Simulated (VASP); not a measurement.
# Cr2O3 (Pn-3m) in VASP: further runs

Cr2O3 is run at these levels: PBE; tasks: single point.

Everything below comes from runs of VASP 6.6.1. Logs are shortened: lines on timing, memory, paths and dates and some standing lists are left out, and cuts for length are marked.

**1. The cell of the first run**

The structure is cubic, space group Pn-3m (No. 224). Conventional cell: a = 4.588 Å, b = 4.588 Å, c = 4.588 Å, α = 90.00°, β = 90.00°, γ = 90.00°. Cr (site symmetry -3m) has 6 O at 1.99 Å within 2.6 Å. O (site symmetry -42m) has 4 Cr at 1.99 Å and 4 O at 2.29 Å within 2.6 Å.

**2. Single point, PBE**

File INCAR:

```
SYSTEM = Cr2O3
ALGO = Normal
EDIFF = 1E-6
ENCUT = 600
GGA = PE
GGA_COMPAT = .False.
ISIF = 2
ISMEAR = -1
KPAR = 4
LASPH = .True.
LCHARG = .False.
LREAL = .False.
LWAVE = .False.
NBANDS = 53
NELM = 120
PREC = Accurate
SIGMA = 0.06122561905347299
```

File KPOINTS:

```
k-points
0
Gamma
  24 24 24
  0 0 0
```

File POSCAR:

```
Cr2O3
1.0
    4.5875445128      0.0000000000      0.0000000000
    0.0000000000      4.5875445128      0.0000000000
    0.0000000000      0.0000000000      4.5875445128
Cr O
4 6
Direct
    0.2500000000      0.2500000000      0.2500000000
    0.7500000000      0.7500000000      0.2500000000
    0.7500000000      0.2500000000      0.7500000000
    0.2500000000      0.7500000000      0.7500000000
    0.5000000000      0.0000000000      0.0000000000
    0.0000000000      0.5000000000      0.0000000000
    0.0000000000      0.0000000000      0.5000000000
    0.5000000000      0.5000000000      0.0000000000
    0.5000000000      0.0000000000      0.5000000000
    0.0000000000      0.5000000000      0.5000000000
```

Potentials or basis: VASP PAW PBE potentials, release 64 (Cr_pv, O).

The run is started by

```bash
$ cat potpaw_PBE.64/Cr_pv/POTCAR potpaw_PBE.64/O/POTCAR > POTCAR
$ mpirun -np 4 vasp_std > vasp.out
```

OUTCAR:

```text
SYSTEM = Cr2O3
   EDIFF = 1E-6
   ENCUT = 600
   GGA = PE
   ISIF = 2
   ISMEAR = -1
   LASPH = .True.
   LREAL = .False.
   NELM = 120
   PREC = Accurate

 ion  position               nearest neighbor table
   1  0.250  0.250  0.250-   5 1.99   6 1.99   7 1.99   8 1.99   9 1.99  10 1.99
   2  0.750  0.750  0.250-   5 1.99   6 1.99   7 1.99   8 1.99   9 1.99  10 1.99
   3  0.750  0.250  0.750-   5 1.99   6 1.99   7 1.99   8 1.99   9 1.99  10 1.99
   4  0.250  0.750  0.750-   5 1.99   6 1.99   7 1.99   8 1.99   9 1.99  10 1.99
   5  0.500  0.000  0.000-   1 1.99   2 1.99   3 1.99   4 1.99
   6  0.000  0.500  0.000-   1 1.99   2 1.99   3 1.99   4 1.99
   7  0.000  0.000  0.500-   1 1.99   2 1.99   3 1.99   4 1.99
   8  0.500  0.500  0.000-   1 1.99   2 1.99   3 1.99   4 1.99
   9  0.500  0.000  0.500-   1 1.99   2 1.99   3 1.99   4 1.99
  10  0.000  0.500  0.500-   1 1.99   2 1.99   3 1.99   4 1.99

  LATTYP: Found a simple cubic cell.
 ALAT       =     4.5875445128

  Lattice vectors:

 A1 = (   4.5875445128,   0.0000000000,   0.0000000000)
 A2 = (   0.0000000000,   4.5875445128,   0.0000000000)
 A3 = (   0.0000000000,   0.0000000000,   4.5875445128)

Analysis of symmetry for initial positions (statically):
=====================================================================
 Subroutine PRICEL returns:
 Original cell was already a primitive cell.

 Routine SETGRP: Setting up the symmetry group for a
 simple cubic supercell.

 Subroutine GETGRP returns: Found 48 space group operations
 (whereof 24 operations were pure point group operations)
 out of a pool of 48 trial point group operations.

The static configuration has the point symmetry T_d .
 The point group associated with its full space group is O_h .

Analysis of symmetry for dynamics (positions and initial velocities):
=====================================================================
 Subroutine PRICEL returns:
 Original cell was already a primitive cell.

 Routine SETGRP: Setting up the symmetry group for a
 simple cubic supercell.

 Subroutine GETGRP returns: Found 48 space group operations
 (whereof 24 operations were pure point group operations)
 out of a pool of 48 trial point group operations.

The dynamic configuration has the point symmetry T_d .
 The point group associated with its full space group is O_h .

 Subroutine INISYM returns: Found 48 space group operations
[... 119 lines left out ...]
   ISIF   =      2    stress and relaxation
   ISYM   =      2    0-nonsym 1-usesym 2-fastsym
   POTIM  = 0.5000    time-step for ionic-motion
   TEBEG  =    0.0;   TEEND  =   0.0 temperature during run
   PSTRESS=    0.0 pullay stress
   NELECT =      84.0000    total number of electrons
   NUPDOWN=      -1.0000    fix difference up-down
   EMIN   =  10.00;   EMAX   =-10.00  energy-range for DOS
   EFERMI =   0.00;   METHOD = LEGACY
   ISMEAR =    -1;   SIGMA  =   0.06  broadening in eV -4-tet -1-fermi 0-gaus
   EFERMI_NEDOS =   21; number of points for ismear=-14 and -15
   IALGO  =     38    algorithm
   IMIX   =      4    mixing-type and parameters
     AMIX     =   0.40;   BMIX     =  1.00
     AMIX_MAG =   1.60;   BMIX_MAG =  1.00
  volume/ion in A,a.u.               =       9.65        65.15
  Fermi-wavevector in a.u.,A,eV,Ry     =   1.562863  2.953383 33.232794  2.442541
  Thomas-Fermi vector in A             =   2.665719
   LORBIT       =      0    0 simple, 1 ext, 2 COOP (PROOUT), +10 PAW based schemes
   GGA     = PE    functional components
   LHFCALC =     F    Hartree Fock is set to
   AEXX    =    0.0000 exact exchange contribution
   IVDW    =     0    specifies the selected vdW correction
   LEPSILON=     F    determine dielectric tensor
   LRPA    =     F    only Hartree local field effects (RPA)
 non-spin polarized calculation
  energy-cutoff  :      600.00
  volume of cell :       96.55
 maximum number of plane-waves:      3242
 NGX is ok and might be reduce to    40
   NGX = 19   NGY = 19   NGZ = 19

 number of electron      83.9999972 magnetization

 Free energy of the ion-electron system (eV)
  ---------------------------------------------------
  ext. energy  EPLUGINS =         0.00000000
  ---------------------------------------------------
  free energy    TOTEN  =       -79.14148107 eV

  energy without entropy =      -78.80904662  energy(sigma->0) =      -78.97526384

 E-fermi :   7.4818     XC(G=0): -12.2097

 val. band max:        7.4816832028   @ k =   0.2500   0.2083   0.0000
 cond. band min:       7.4818840946   @ k =   0.3333   0.2917   0.1667
 fundamental gap:      0.0002008918
 Fermi energy:         7.4817932665

 k-point     1 :       0.0000    0.0000    0.0000
  band No.  band energies     occupation
      1     -36.3625      2.00000
      2     -36.3625      2.00000
      3     -36.2768      2.00000
      4     -36.2768      2.00000
      5     -36.2768      2.00000
      6     -36.2495      2.00000
[... 1333 lines left out ...]
     52      10.1945      0.00000
     53      10.2904      0.00000

 [... further k-points ...]

------------------------ aborting loop because EDIFF is reached ----------------------------------------

  FORCE on cell =-STRESS in cart. coord.  units (eV):
  Direction    XX          YY          ZZ          XY          YZ          ZX
  --------------------------------------------------------------------------------------
  -------------------------------------------------------------------------------------
  Total        0.2772443      0.2772443      0.2772443     -0.0000000      0.0000000      0.0000000
  in kB        4.6007885      4.6007885      4.6007885     -0.0000000      0.0000000      0.0000000
  external PRESSURE =       4.6007885 kB  Pullay stress =       0.0000000 kB

 VOLUME and BASIS-vectors are now :
 -----------------------------------------------------------------------------
  energy-cutoff  :      600.00
  volume of cell :       96.55
      direct lattice vectors                 reciprocal lattice vectors
     4.587544513  0.000000000  0.000000000     0.217981536  0.000000000  0.000000000
     0.000000000  4.587544513  0.000000000     0.000000000  0.217981536  0.000000000
     0.000000000  0.000000000  4.587544513     0.000000000  0.000000000  0.217981536

 POSITION                                       TOTAL-FORCE (eV/Angst)
 -----------------------------------------------------------------------------------
      1.14689      1.14689      1.14689         0.000000     -0.000000      0.000000
      3.44066      3.44066      1.14689        -0.000000      0.000000     -0.000000
      3.44066      1.14689      3.44066         0.000000      0.000000     -0.000000
      1.14689      3.44066      3.44066        -0.000000     -0.000000      0.000000
      2.29377      0.00000      0.00000        -0.000000      0.000000      0.000000
      0.00000      2.29377      0.00000        -0.000000      0.000000      0.000000
      0.00000      0.00000      2.29377         0.000000      0.000000      0.000000
      2.29377      2.29377      0.00000        -0.000000      0.000000      0.000000
      2.29377      0.00000      2.29377        -0.000000      0.000000      0.000000
      0.00000      2.29377      2.29377        -0.000000      0.000000      0.000000
 -----------------------------------------------------------------------------------
    total drift:                               -0.000000      0.000000     -0.000000

  FREE ENERGIE OF THE ION-ELECTRON SYSTEM (eV)
  ---------------------------------------------------
  free  energy   TOTEN  =       -79.1414810675 eV

  energy  without entropy=      -78.8090466203  energy(sigma->0) =      -78.97526384
```

stdout:

```text
POSCAR found type information on POSCAR CrO
 POSCAR found :  2 types and      10 ions
 scaLAPACK will be used
 LDA part: xc-table for (Slater+PW92), standard interpolation
 POSCAR, INCAR and KPOINTS ok, starting setup
 FFT: planning ... GRIDC
 FFT: planning ... GRID_SOFT
 FFT: planning ... GRID
 WAVECAR not read
 entering main loop
```

It took 16 min on 4 MPI ranks of Intel Xeon Platinum 8259CL at 2.50GHz (Skylake/Cascade Lake), shared host; peak memory 1.8 GiB.

What came out:

* Free energy: -79.1415 eV
* Pressure: 0.5 GPa
* Band gap on the k mesh: zero (bands 42 and 43 overlap by 0.18 eV)

Levels at points of the mesh, in eV from the Fermi level:
```csv
k point,band 39,band 40,band 41,band 42,band 43,band 44,band 45,band 46
"(0.00, 0.00, 0.00)",-0.51,-0.51,-0.45,-0.45,0.13,0.13,0.13,0.94
"(0.50, 0.00, 0.00)",-0.17,-0.17,-0.04,-0.04,0.03,0.03,0.48,0.48
"(0.50, 0.50, 0.00)",-0.27,-0.27,-0.23,-0.23,0.08,0.08,0.47,0.47
"(0.50, 0.50, 0.50)",-0.35,-0.35,-0.22,-0.22,-0.14,-0.14,-0.14,0.59
```

Caveat: the run has no spin polarisation, though such a crystal can be magnetic; semilocal functionals often make such compounds metallic where correlation or magnetic order opens a gap, which also shifts bond lengths. With open d or f shells a metallic result of PBE can be an artefact of self-interaction; +U or a hybrid may open a gap.

**3. Single point, PBE**

This run uses another cell than the first one, of 10.04 Å³/atom.

File INCAR:

```
  PREC = Accurate
  ENCUT = 600
  EDIFF = 1E-6
  ISMEAR = -1
  SIGMA = 0.06122561905347299
  LREAL = F
  LASPH = T
  NELM = 120
  ALGO = Normal
  ISIF = 2
  LWAVE = F
  LCHARG = F
  GGA = PE
  NBANDS = 53
  GGA_COMPAT = F
  KPAR = 4
```

File KPOINTS:

```
regular mesh
0
Gamma
  24 24 24
```

Edit POSCAR of step 2 so:

```diff
@@ -2,5 +2,5 @@
 1.0
-    4.5875445128      0.0000000000      0.0000000000
-    0.0000000000      4.5875445128      0.0000000000
-    0.0000000000      0.0000000000      4.5875445128
+    4.6479138636      0.0000000000      0.0000000000
+    0.0000000000      4.6479138636      0.0000000000
+    0.0000000000      0.0000000000      4.6479138636
 Cr O
```

Potentials or basis: VASP PAW PBE potentials, release 64 (Cr_pv, O).

The run is started by

```bash
$ cat potpaw_PBE.64/Cr_pv/POTCAR potpaw_PBE.64/O/POTCAR > POTCAR
$ mpirun -np 4 vasp_std > vasp.out
```

It took 13 min on 4 MPI ranks of Intel Xeon Platinum 8375C at 2.90GHz (Ice Lake), shared host; peak memory 1.8 GiB.

It converged, with:

- Free energy: -79.0575 eV
- Pressure: -8.0 GPa
- Band gap on the k mesh: zero (bands 42 and 43 overlap by 0.17 eV)

Levels at points of the mesh, in eV from the Fermi level:
```
           k point  band 39  band 40  band 41  band 42  band 43  band 44  band 45  band 46
(0.00, 0.00, 0.00)    -0.47    -0.47    -0.42    -0.42     0.12     0.12     0.12     0.87
(0.50, 0.00, 0.00)    -0.16    -0.16    -0.04    -0.04     0.02     0.02     0.45     0.45
(0.50, 0.50, 0.00)    -0.24    -0.24    -0.21    -0.21     0.07     0.07     0.44     0.44
(0.50, 0.50, 0.50)    -0.32    -0.32    -0.20    -0.20    -0.13    -0.13    -0.13     0.55
```

Caveat: the cell stands under tension; the run has no spin polarisation, though such a crystal can be magnetic; semilocal functionals often make such compounds metallic where correlation or magnetic order opens a gap, which also shifts bond lengths. With open d or f shells a metallic result of PBE can be an artefact of self-interaction; +U or a hybrid may open a gap.

**4. Single point, PBE**

This run uses another cell than the first one, of 9.85 Å³/atom.

File INCAR:

```
SYSTEM = Cr2O3
  PREC = Accurate
  ENCUT = 600
  EDIFF = 1E-6
  ISMEAR = -1
  SIGMA = 0.06122561905347299
  LREAL = .False.
  LASPH = .True.
  NELM = 120
  ALGO = Normal
  ISIF = 2
  LWAVE = .False.
  LCHARG = .False.
  GGA = PE
  NBANDS = 53
  GGA_COMPAT = .False.
  KPAR = 4
```

File KPOINTS:

```
regular mesh
0
Gamma
  24 24 24
  0 0 0
```

Edit POSCAR of step 3 so:

```diff
@@ -2,5 +2,5 @@
 1.0
-    4.6479138636      0.0000000000      0.0000000000
-    0.0000000000      4.6479138636      0.0000000000
-    0.0000000000      0.0000000000      4.6479138636
+    4.6179264877      0.0000000000      0.0000000000
+    0.0000000000      4.6179264877      0.0000000000
+    0.0000000000      0.0000000000      4.6179264877
 Cr O
```

Potentials or basis: VASP PAW PBE potentials, release 64 (Cr_pv, O).

The run is started by

```bash
$ cat potpaw_PBE.64/Cr_pv/POTCAR potpaw_PBE.64/O/POTCAR > POTCAR
$ mpirun -np 4 vasp_std > vasp.out
```

OUTCAR:

```text
SYSTEM = Cr2O3
   PREC = Accurate
   ENCUT = 600
   EDIFF = 1E-6
   ISMEAR = -1
   LREAL = .False.
   LASPH = .True.
   NELM = 120
   ISIF = 2
   GGA = PE

 ion  position               nearest neighbor table
   1  0.250  0.250  0.250-   5 2.00   6 2.00   7 2.00   8 2.00   9 2.00  10 2.00
   2  0.750  0.750  0.250-   5 2.00   6 2.00   7 2.00   8 2.00   9 2.00  10 2.00
   3  0.750  0.250  0.750-   5 2.00   6 2.00   7 2.00   8 2.00   9 2.00  10 2.00
   4  0.250  0.750  0.750-   5 2.00   6 2.00   7 2.00   8 2.00   9 2.00  10 2.00
   5  0.500  0.000  0.000-   1 2.00   2 2.00   3 2.00   4 2.00
   6  0.000  0.500  0.000-   1 2.00   2 2.00   3 2.00   4 2.00
   7  0.000  0.000  0.500-   1 2.00   2 2.00   3 2.00   4 2.00
   8  0.500  0.500  0.000-   1 2.00   2 2.00   3 2.00   4 2.00
   9  0.500  0.000  0.500-   1 2.00   2 2.00   3 2.00   4 2.00
  10  0.000  0.500  0.500-   1 2.00   2 2.00   3 2.00   4 2.00

  LATTYP: Found a simple cubic cell.
 ALAT       =     4.6179264877

  Lattice vectors:

 A1 = (   4.6179264877,   0.0000000000,   0.0000000000)
 A2 = (   0.0000000000,   4.6179264877,   0.0000000000)
 A3 = (   0.0000000000,   0.0000000000,   4.6179264877)

[... 196 lines left out ...]
 fundamental gap:      0.0005281426
 Fermi energy:         7.2212079710

 k-point     1 :       0.0000    0.0000    0.0000
  band No.  band energies     occupation
      1     -36.6079      2.00000
      2     -36.6079      2.00000
      3     -36.5298      2.00000
      4     -36.5298      2.00000
      5     -36.5298      2.00000
      6     -36.5048      2.00000
[... 1333 lines left out ...]
     52       9.8532      0.00000
     53       9.9722      0.00000

 [... further k-points ...]
[... 5 lines left out ...]
  --------------------------------------------------------------------------------------
  -------------------------------------------------------------------------------------
  Total       -2.4526408     -2.4526408     -2.4526408     -0.0000000      0.0000000      0.0000000
  in kB      -39.9028099    -39.9028099    -39.9028099     -0.0000000      0.0000000      0.0000000
  external PRESSURE =     -39.9028099 kB  Pullay stress =       0.0000000 kB

 VOLUME and BASIS-vectors are now :
 -----------------------------------------------------------------------------
  energy-cutoff  :      600.00
  volume of cell :       98.48
      direct lattice vectors                 reciprocal lattice vectors
     4.617926488  0.000000000  0.000000000     0.216547406  0.000000000  0.000000000
     0.000000000  4.617926488  0.000000000     0.000000000  0.216547406  0.000000000
     0.000000000  0.000000000  4.617926488     0.000000000  0.000000000  0.216547406

 POSITION                                       TOTAL-FORCE (eV/Angst)
 -----------------------------------------------------------------------------------
      1.15448      1.15448      1.15448        -0.000000      0.000000      0.000000
      3.46344      3.46344      1.15448         0.000000     -0.000000      0.000000
      3.46344      1.15448      3.46344        -0.000000     -0.000000     -0.000000
      1.15448      3.46344      3.46344         0.000000      0.000000      0.000000
      2.30896      0.00000      0.00000         0.000000     -0.000000      0.000000
      0.00000      2.30896      0.00000         0.000000     -0.000000      0.000000
      0.00000      0.00000      2.30896         0.000000     -0.000000     -0.000000
      2.30896      2.30896      0.00000         0.000000     -0.000000      0.000000
      2.30896      0.00000      2.30896         0.000000     -0.000000     -0.000000
      0.00000      2.30896      2.30896         0.000000     -0.000000     -0.000000
 -----------------------------------------------------------------------------------
    total drift:                               -0.000000      0.000000     -0.000000

  FREE ENERGIE OF THE ION-ELECTRON SYSTEM (eV)
  ---------------------------------------------------
  free  energy   TOTEN  =       -79.1250075482 eV

  energy  without entropy=      -78.7836269262  energy(sigma->0) =      -78.95431724
```

stdout:

```text
POSCAR found type information on POSCAR CrO
 POSCAR found :  2 types and      10 ions
 scaLAPACK will be used
 LDA part: xc-table for (Slater+PW92), standard interpolation
 POSCAR, INCAR and KPOINTS ok, starting setup
 FFT: planning ... GRIDC
 FFT: planning ... GRID_SOFT
 FFT: planning ... GRID
 WAVECAR not read
 entering main loop
```

Wall time 7.8 min (4 MPI ranks of AMD EPYC 9R45 (Zen 5), shared host); peak memory 1.8 GiB.

What came out:

```yaml
Free_energy: -79.1250 eV
Pressure: -4.0 GPa
Band_gap_on_the_k_mesh: zero (bands 42 and 43 overlap by 0.17 eV)
```

Levels at points of the mesh, in eV from the Fermi level:
| k point | band 40 | band 41 | band 42 | band 43 | band 44 | band 45 |
| --- | --- | --- | --- | --- | --- | --- |
| (0.00, 0.00, 0.00) | -0.49 | -0.43 | -0.43 | 0.12 | 0.12 | 0.12 |
| (0.50, 0.00, 0.00) | -0.16 | -0.04 | -0.04 | 0.03 | 0.03 | 0.47 |
| (0.50, 0.50, 0.00) | -0.25 | -0.22 | -0.22 | 0.08 | 0.08 | 0.46 |
| (0.50, 0.50, 0.50) | -0.33 | -0.21 | -0.21 | -0.13 | -0.13 | -0.13 |

Caveat: the cell stands under tension; the run has no spin polarisation, though such a crystal can be magnetic; semilocal functionals often make such compounds metallic where correlation or magnetic order opens a gap, which also shifts bond lengths. Spin polarisation is off, so any magnetic state and its effect on volume and gap are missing.

**5. Single point, PBE**

This run uses another cell than the first one, of 10.23 Å³/atom.

File INCAR:

```
ALGO = Normal
EDIFF = 1E-6
ENCUT = 600
GGA = PE
GGA_COMPAT = False
ISIF = 2
ISMEAR = -1
KPAR = 4
LASPH = True
LCHARG = False
LREAL = False
LWAVE = False
NBANDS = 53
NELM = 120
PREC = Accurate
SIGMA = 0.06122561905347299
```

File KPOINTS:

```
k-points
0
Gamma
  24 24 24
```

Edit POSCAR of step 4 so:

```diff
@@ -2,5 +2,5 @@
 1.0
-    4.6179264877      0.0000000000      0.0000000000
-    0.0000000000      4.6179264877      0.0000000000
-    0.0000000000      0.0000000000      4.6179264877
+    4.6775192087      0.0000000000      0.0000000000
+    0.0000000000      4.6775192087      0.0000000000
+    0.0000000000      0.0000000000      4.6775192087
 Cr O
```

The run is started by

```bash
$ cat potpaw_PBE.64/Cr_pv/POTCAR potpaw_PBE.64/O/POTCAR > POTCAR
$ mpirun -np 4 vasp_std > vasp.out
```

Run time: 14 min. Hardware: 4 MPI ranks of AMD EPYC 7R13 (Zen 3), shared host; peak memory 1.8 GiB.

The run converged. Its results:

| Item | Value |
| --- | --- |
| Free energy | -78.9443 eV |
| Pressure | -11.6 GPa |
| Band gap on the k mesh | zero (bands 42 and 43 overlap by 0.16 eV) |

Levels at points of the mesh, in eV from the Fermi level:
```csv
k point,band 38,band 39,band 40,band 41,band 42,band 43,band 44,band 45,band 46,band 47
"(0.00, 0.00, 0.00)",-0.45,-0.45,-0.45,-0.40,-0.40,0.11,0.11,0.11,0.84,0.84
"(0.50, 0.00, 0.00)",-1.08,-0.15,-0.15,-0.04,-0.04,0.02,0.02,0.44,0.44,0.65
"(0.50, 0.50, 0.00)",-0.43,-0.23,-0.23,-0.20,-0.20,0.07,0.07,0.43,0.43,0.52
"(0.50, 0.50, 0.50)",-0.31,-0.31,-0.31,-0.20,-0.20,-0.12,-0.12,-0.12,0.53,0.53
```

Caveat: the cell stands under tension; the run has no spin polarisation, though such a crystal can be magnetic; semilocal functionals often make such compounds metallic where correlation or magnetic order opens a gap, which also shifts bond lengths.

(Continued in part 2 of 2.)
